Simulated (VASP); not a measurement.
# ZnS (F-43m) in VASP: notebook

ZnS is run at these levels: PBEsol, PBE; tasks: single point.

Program: VASP 6.6.1. These are calculated values, not measurements. Logs are shortened: lines on timing, memory, paths and dates and some standing lists are left out, and cuts for length are marked.

**Measured values to compare with.**

“Electronic, vibrational, and thermodynamic properties of ZnS (zincblende and rocksalt structure)”, 2009, arxiv:0911.5022 quotes, for a bulk crystal of ZnS at 19 K: band gap 3.85 eV (direct).

How close the calculation comes is told below.

### 1 The cell of the first run

The structure is cubic, space group F-43m (No. 216). Conventional cell: a = 5.356 Å, b = 5.356 Å, c = 5.356 Å, α = 90.00°, β = 90.00°, γ = 90.00°. Within 3.1 Å of Zn (site symmetry -43m) lie 4 S at 2.32 Å. S (site symmetry -43m) has 4 Zn at 2.32 Å within 3.1 Å.

### 2 Single point, PBEsol

Input file INCAR:

```
  PREC = Accurate
  ENCUT = 520
  EDIFF = 1E-6
  ISMEAR = -1
  SIGMA = 0.05
  LREAL = F
  LASPH = T
  NELM = 60
  ALGO = Normal
  ISIF = 2
  LWAVE = F
  LCHARG = F
  GGA = PS
  NBANDS = 16
```

Input file KPOINTS:

```
Automatic mesh
0
Gamma
  9 9 9
```

Input file POSCAR:

```
ZnS
1.0
    0.0000000000      2.6778582166      2.6778582166
    2.6778582166      0.0000000000      2.6778582166
    2.6778582166      2.6778582166      0.0000000000
Zn S
1 1
Direct
    0.7500000000      0.7500000000      0.7500000000
    0.0000000000      0.0000000000      0.0000000000
```

Potentials or basis: VASP PAW PBE potentials, release 64 (Zn, S).

Started as:

```sh
cat potpaw_PBE.64/Zn/POTCAR potpaw_PBE.64/S/POTCAR > POTCAR
mpirun -np 1 vasp_std > vasp.out
```

OUTCAR:

```text
PREC = Accurate
   ENCUT = 520
   EDIFF = 1E-6
   ISMEAR = -1
   LREAL = F
   LASPH = T
   NELM = 60
   ISIF = 2
   GGA = PS

 ion  position               nearest neighbor table
   1  0.750  0.750  0.750-   2 2.32   2 2.32   2 2.32   2 2.32
   2  0.000  0.000  0.000-   1 2.32   1 2.32   1 2.32   1 2.32

  LATTYP: Found a face centered cubic cell.
 ALAT       =     5.3557164332

  Lattice vectors:

 A1 = (   0.0000000000,   2.6778582166,   2.6778582166)
 A2 = (   2.6778582166,   0.0000000000,   2.6778582166)
 A3 = (   2.6778582166,   2.6778582166,   0.0000000000)

Analysis of symmetry for initial positions (statically):
=====================================================================
 Subroutine PRICEL returns:
 Original cell was already a primitive cell.

 Routine SETGRP: Setting up the symmetry group for a
 face centered cubic supercell.

 Subroutine GETGRP returns: Found 24 space group operations
 (whereof 24 operations were pure point group operations)
 out of a pool of 48 trial point group operations.

The static configuration has the point symmetry T_d .

Analysis of symmetry for dynamics (positions and initial velocities):
=====================================================================
 Subroutine PRICEL returns:
 Original cell was already a primitive cell.

 Routine SETGRP: Setting up the symmetry group for a
 face centered cubic supercell.

 Subroutine GETGRP returns: Found 24 space group operations
 (whereof 24 operations were pure point group operations)
 out of a pool of 48 trial point group operations.

The dynamic configuration has the point symmetry T_d .

 Subroutine INISYM returns: Found 24 space group operations
 (whereof 24 operations are pure point group operations),
 and found     1 'primitive' translations

----------------------------------------------------------------------------------------

                                     Primitive cell

  volume of cell :      38.4054

  direct lattice vectors                    reciprocal lattice vectors
     0.000000000  2.677858217  2.677858217    -0.186716383  0.186716383  0.186716383
     2.677858217  0.000000000  2.677858217     0.186716383 -0.186716383  0.186716383
     2.677858217  2.677858217  0.000000000     0.186716383  0.186716383 -0.186716383

  length of vectors
     3.787063408  3.787063408  3.787063408     0.323402262  0.323402262  0.323402262

  position of ions in fractional coordinates (direct lattice)
     0.750000000  0.750000000  0.750000000
     0.000000000  0.000000000  0.000000000

  ion indices of the primitive-cell ions
   primitive index   ion index
                 1           1
                 2           2

----------------------------------------------------------------------------------------

 KPOINTS: Automatic mesh

Automatic generation of k-mesh.
 Grid dimensions read from file:
 generate k-points for:    9    9    9

 Generating k-lattice:

  Cartesian coordinates                     Fractional coordinates (reciprocal lattice)
    -0.020746265  0.020746265  0.020746265     0.111111111  0.000000000  0.000000000
     0.020746265 -0.020746265  0.020746265     0.000000000  0.111111111  0.000000000
     0.020746265  0.020746265 -0.020746265     0.000000000  0.000000000  0.111111111

  Length of vectors
     0.035933585  0.035933585  0.035933585

  Shift w.r.t. Gamma in fractional coordinates (k-lattice)
     0.000000000  0.000000000  0.000000000

 Subroutine IBZKPT returns following result:
 ===========================================

 Found     35 irreducible k-points:

 Following reciprocal coordinates:
            Coordinates               Weight
  0.000000  0.000000  0.000000      1.000000
  0.111111  0.000000  0.000000      8.000000
  0.222222  0.000000  0.000000      8.000000
  0.333333  0.000000  0.000000      8.000000
  0.444444  0.000000  0.000000      8.000000
  0.111111  0.111111  0.000000      6.000000
[... 16 lines left out ...]
 -0.333333  0.333333  0.000000     12.000000
  0.444444  0.444444  0.000000      6.000000
 [... further k-points ...]
   k-points           NKPTS =     35   k-points in BZ     NKDIM =     35   number of bands    NBANDS=     16
   number of dos      NEDOS =    301   number of ions     NIONS =      2
   total plane-waves  NPLWV =  21952
   dimension x,y,z NGX =    28 NGY =   28 NGZ =   28
   dimension x,y,z NGXF=    56 NGYF=   56 NGZF=   56
   ions per type =               1   1
   NGX,Y,Z   is equivalent  to a cutoff of  12.29, 12.29, 12.29 a.u.
   NGXF,Y,Z  is equivalent  to a cutoff of  24.58, 24.58, 24.58 a.u.
 SYSTEM =  unknown system
   PREC   = accura    normal or accurate (medium, high low for compatibility)
   ISTART =      0    job   : 0-new  1-cont  2-samecut
   ICHARG =      2    charge: 1-file 2-atom 10-const
   ISPIN  =      1    spin polarized calculation?
   LNONCOLLINEAR =      F non collinear calculations
   LSORBIT =      F    spin-orbit coupling
   LASPH  =      T    aspherical Exc in radial PAW
   ENCUT  =  520.0 eV  38.22 Ry    6.18 a.u.   7.04  7.04  7.04*2*pi/ulx,y,z
   NELM   =     60;   NELMIN=  2; NELMDL= -5     # of ELM steps
   EDIFF  = 0.1E-05   stopping-criterion for ELM
   LREAL  =      F    real-space projection
   EDIFFG = 0.1E-04   stopping-criterion for IOM
   NSW    =      0    number of steps for IOM
   IBRION =     -1    ionic relax: 0-MD 1-quasi-New 2-CG
   NFREE  =      0    steps in history (QN), initial steepest desc. (CG)
   ISIF   =      2    stress and relaxation
   ISYM   =      2    0-nonsym 1-usesym 2-fastsym
   POTIM  = 0.5000    time-step for ionic-motion
   TEBEG  =    0.0;   TEEND  =   0.0 temperature during run
   PSTRESS=    0.0 pullay stress
   NELECT =      18.0000    total number of electrons
   NUPDOWN=      -1.0000    fix difference up-down
   EMIN   =  10.00;   EMAX   =-10.00  energy-range for DOS
   EFERMI =   0.00;   METHOD = LEGACY
   ISMEAR =    -1;   SIGMA  =   0.05  broadening in eV -4-tet -1-fermi 0-gaus
   EFERMI_NEDOS =   21; number of points for ismear=-14 and -15
   IALGO  =     38    algorithm
   IMIX   =      4    mixing-type and parameters
     AMIX     =   0.40;   BMIX     =  1.00
     AMIX_MAG =   1.60;   BMIX_MAG =  1.00
  volume/ion in A,a.u.               =      19.20       129.59
  Fermi-wavevector in a.u.,A,eV,Ry     =   1.271651  2.403073 22.001946  1.617097
  Thomas-Fermi vector in A             =   2.404573
   LORBIT       =      0    0 simple, 1 ext, 2 COOP (PROOUT), +10 PAW based schemes
   GGA     = PS    functional components
   LHFCALC =     F    Hartree Fock is set to
   AEXX    =    0.0000 exact exchange contribution
   IVDW    =     0    specifies the selected vdW correction
   LEPSILON=     F    determine dielectric tensor
   LRPA    =     F    only Hartree local field effects (RPA)
 non-spin polarized calculation
  energy-cutoff  :      520.00
  volume of cell :       38.41
 maximum number of plane-waves:      1044
   NGX = 15   NGY = 15   NGZ = 15

 number of electron      18.0000016 magnetization

 Free energy of the ion-electron system (eV)
  ---------------------------------------------------
  ext. energy  EPLUGINS =         0.00000000
  ---------------------------------------------------
  free energy    TOTEN  =        -7.58882316 eV

  energy without entropy =       -7.58882316  energy(sigma->0) =       -7.58882316

 E-fermi :   3.2738     XC(G=0):  -9.9768

 val. band max:        2.2684699174   @ k =   0.0000   0.0000   0.0000
 cond. band min:       4.3631156314   @ k =   0.0000   0.0000   0.0000
 fundamental gap:      2.0946457140
 Fermi energy:         3.2738123334

 k-point     1 :       0.0000    0.0000    0.0000
  band No.  band energies     occupation
      1     -11.0793      2.00000
      2      -4.2161      2.00000
      3      -4.2161      2.00000
      4      -4.2161      2.00000
      5      -3.6845      2.00000
      6      -3.6845      2.00000
[... 8 lines left out ...]
     15      14.0360      0.00000
     16      14.0586      0.00000

 k-point     2 :       0.1111    0.0000    0.0000
  band No.  band energies     occupation
      1     -10.9805      2.00000
      2      -4.2190      2.00000
      3      -4.1981      2.00000
      4      -4.1981      2.00000
      5      -3.6862      2.00000
      6      -3.6862      2.00000
[... 8 lines left out ...]
     15      13.4831      0.00000
     16      14.7527      0.00000

 k-point     3 :       0.2222    0.0000    0.0000
  band No.  band energies     occupation
      1     -10.7129      2.00000
      2      -4.1992      2.00000
      3      -4.1561      2.00000
      4      -4.1561      2.00000
      5      -3.6852      2.00000
      6      -3.6852      2.00000
[... 8 lines left out ...]
     15      13.1160      0.00000
     16      14.4987      0.00000

 k-point     4 :       0.3333    0.0000    0.0000
  band No.  band energies     occupation
      1     -10.3710      2.00000
      2      -4.1166      2.00000
      3      -4.1166      2.00000
      4      -4.0723      2.00000
      5      -3.6721      2.00000
      6      -3.6721      2.00000
[... 8 lines left out ...]
     15      13.8271      0.00000
     16      13.9864      0.00000

 k-point     5 :       0.4444    0.0000    0.0000
  band No.  band energies     occupation
      1     -10.1194      2.00000
      2      -4.0970      2.00000
      3      -4.0970      2.00000
      4      -3.7112      2.00000
      5      -3.6549      2.00000
      6      -3.6549      2.00000
[... 8 lines left out ...]
     15      15.2956      0.00000
     16      15.2956      0.00000

 k-point     6 :       0.1111    0.1111    0.0000
  band No.  band energies     occupation
      1     -10.9476      2.00000
      2      -4.2368      2.00000
      3      -4.1834      2.00000
      4      -4.1834      2.00000
      5      -3.6993      2.00000
      6      -3.6749      2.00000
[... 8 lines left out ...]
     15      14.1985      0.00000
     16      15.1460      0.00000

 k-point     7 :       0.2222    0.1111    0.0000
  band No.  band energies     occupation
      1     -10.7358      2.00000
      2      -4.2398      2.00000
      3      -4.1420      2.00000
      4      -4.1405      2.00000
      5      -3.7089      2.00000
      6      -3.6663      2.00000
[... 8 lines left out ...]
     15      14.0815      0.00000
     16      15.7706      0.00000

 k-point     8 :       0.3333    0.1111    0.0000
  band No.  band energies     occupation
      1     -10.4155      2.00000
      2      -4.1787      2.00000
      3      -4.0957      2.00000
      4      -4.0806      2.00000
      5      -3.6970      2.00000
      6      -3.6550      2.00000
[... 8 lines left out ...]
     15      14.5149      0.00000
     16      15.1278      0.00000

 k-point     9 :       0.4444    0.1111    0.0000
  band No.  band energies     occupation
      1     -10.1265      2.00000
      2      -4.1091      2.00000
      3      -4.0713      2.00000
      4      -3.8766      2.00000
      5      -3.6468      2.00000
      6      -3.6384      2.00000
[... 8 lines left out ...]
     15      15.2424      0.00000
     16      15.6580      0.00000
[... 172 lines left out ...]
 k-point    19 :      -0.2222    0.2222    0.0000
  band No.  band energies     occupation
      1     -10.2511      2.00000
      2      -4.0969      2.00000
      3      -4.0778      2.00000
      4      -4.0526      2.00000
      5      -3.7069      2.00000
      6      -3.6342      2.00000
[... 8 lines left out ...]
     15      15.8901      0.00000
     16      16.6131      0.00000

 k-point    20 :       0.3333    0.3333    0.0000
  band No.  band energies     occupation
      1     -10.1329      2.00000
      2      -4.2952      2.00000
      3      -3.9650      2.00000
      4      -3.9650      2.00000
      5      -3.7014      2.00000
      6      -3.6232      2.00000
[... 8 lines left out ...]
     15      15.3434      0.00000
     16      19.4159      0.00000

 k-point    21 :       0.4444    0.3333    0.0000
  band No.  band energies     occupation
      1      -9.9206      2.00000
      2      -4.2507      2.00000
      3      -3.9196      2.00000
      4      -3.9073      2.00000
      5      -3.6183      2.00000
      6      -3.5982      2.00000
[... 8 lines left out ...]
     15      15.9942      0.00000
     16      17.6810      0.00000

 k-point    22 :      -0.4444    0.3333    0.0000
  band No.  band energies     occupation
      1      -9.7975      2.00000
      2      -4.1651      2.00000
      3      -3.9174      2.00000
      4      -3.8310      2.00000
      5      -3.6371      2.00000
      6      -3.3834      2.00000
[... 8 lines left out ...]
     15      15.3278      0.00000
     16      17.6003      0.00000

 k-point    23 :      -0.3333    0.3333    0.0000
  band No.  band energies     occupation
      1      -9.8316      2.00000
      2      -4.1137      2.00000
      3      -3.9583      2.00000
      4      -3.7505      2.00000
      5      -3.6690      2.00000
      6      -3.3989      2.00000
[... 8 lines left out ...]
     15      13.9372      0.00000
     16      18.8590      0.00000

 k-point    24 :       0.4444    0.4444    0.0000
  band No.  band energies     occupation
      1      -9.7960      2.00000
      2      -4.2848      2.00000
      3      -3.8655      2.00000
      4      -3.8655      2.00000
      5      -3.6052      2.00000
      6      -3.5256      2.00000
[... 8 lines left out ...]
     15      15.9414      0.00000
     16      17.3755      0.00000

 [... further k-points ...]
[... 5 lines left out ...]
  --------------------------------------------------------------------------------------
  -------------------------------------------------------------------------------------
  Total        0.0555882      0.0555882      0.0555882      0.0000000      0.0000000      0.0000000
  in kB        2.3189971      2.3189971      2.3189971      0.0000000      0.0000000      0.0000000
  external PRESSURE =       2.3189971 kB  Pullay stress =       0.0000000 kB

 VOLUME and BASIS-vectors are now :
 -----------------------------------------------------------------------------
  energy-cutoff  :      520.00
  volume of cell :       38.41
      direct lattice vectors                 reciprocal lattice vectors
     0.000000000  2.677858217  2.677858217    -0.186716383  0.186716383  0.186716383
     2.677858217  0.000000000  2.677858217     0.186716383 -0.186716383  0.186716383
     2.677858217  2.677858217  0.000000000     0.186716383  0.186716383 -0.186716383

 POSITION                                       TOTAL-FORCE (eV/Angst)
 -----------------------------------------------------------------------------------
      4.01679      4.01679      4.01679         0.000000      0.000000     -0.000000
      0.00000      0.00000      0.00000        -0.000000     -0.000000      0.000000
 -----------------------------------------------------------------------------------
    total drift:                                0.000002      0.000002      0.000002

  FREE ENERGIE OF THE ION-ELECTRON SYSTEM (eV)
  ---------------------------------------------------
  free  energy   TOTEN  =        -7.5888231572 eV

  energy  without entropy=       -7.5888231572  energy(sigma->0) =       -7.58882316
```

Run time: 7.9 s. Hardware: 1 thread of Intel Xeon 6975P-C (Granite Rapids), shared host; peak memory 0.16 GiB.

Results:

| Item | Value |
| --- | --- |
| Free energy | -7.5888 eV |
| Pressure | 0.2 GPa |
| Band gap on the k mesh | 2.09 eV, direct |

Caveat: the PAW data sets were made with another functional, which shifts forces and pressure a little.

### 3 Single point, PBEsol

This run uses another cell than the first one, of 19.73 Å³/atom, 1.027 times its volume.

Input file INCAR:

```
SYSTEM = ZnS
PREC = Accurate
ENCUT = 520
EDIFF = 1E-6
ISMEAR = 0
SIGMA = 0.01
LREAL = .False.
LASPH = .True.
NELM = 80
ALGO = Normal
ISIF = 2
LWAVE = .False.
LCHARG = .True.
GGA = PS
LELF = .True.
LVHAR = .True.
NBANDS = 16
```

Input file KPOINTS:

```
Automatic mesh
0
Gamma
  9 9 9
  0 0 0
```

Input file POSCAR:

```
ZnS
1.0
    0.0000000000      2.7020000000      2.7020000000
    2.7020000000      0.0000000000      2.7020000000
    2.7020000000      2.7020000000      0.0000000000
Zn S
1 1
Direct
    0.7500000000      0.7500000000      0.7500000000
    0.0000000000      0.0000000000      0.0000000000
```

Potentials or basis: VASP PAW PBE potentials, release 64 (Zn, S).

Started as:

```sh
cat potpaw_PBE.64/Zn/POTCAR potpaw_PBE.64/S/POTCAR > POTCAR
mpirun -np 1 vasp_std > vasp.out
```

It took 8.4 s on 1 thread of Intel Xeon 6975P-C (Granite Rapids), shared host; peak memory 0.16 GiB.

It converged, with:

```yaml
Free_energy: -7.5838 eV
Pressure: -1.8 GPa
Band_gap_on_the_k_mesh: 1.98 eV, direct
```

Levels at points of the mesh, in eV from the valence-band top:
```tsv
k point	band 6	band 7	band 8	band 9	band 10	band 11	band 12	band 13
(0.00, 0.00, 0.00)	-5.87	0.00	0.00	0.00	1.98	6.31	6.31	6.31
```

Caveat: the PAW data sets were made with another functional, which shifts forces and pressure a little.

(Continued in part 2 of 2.)
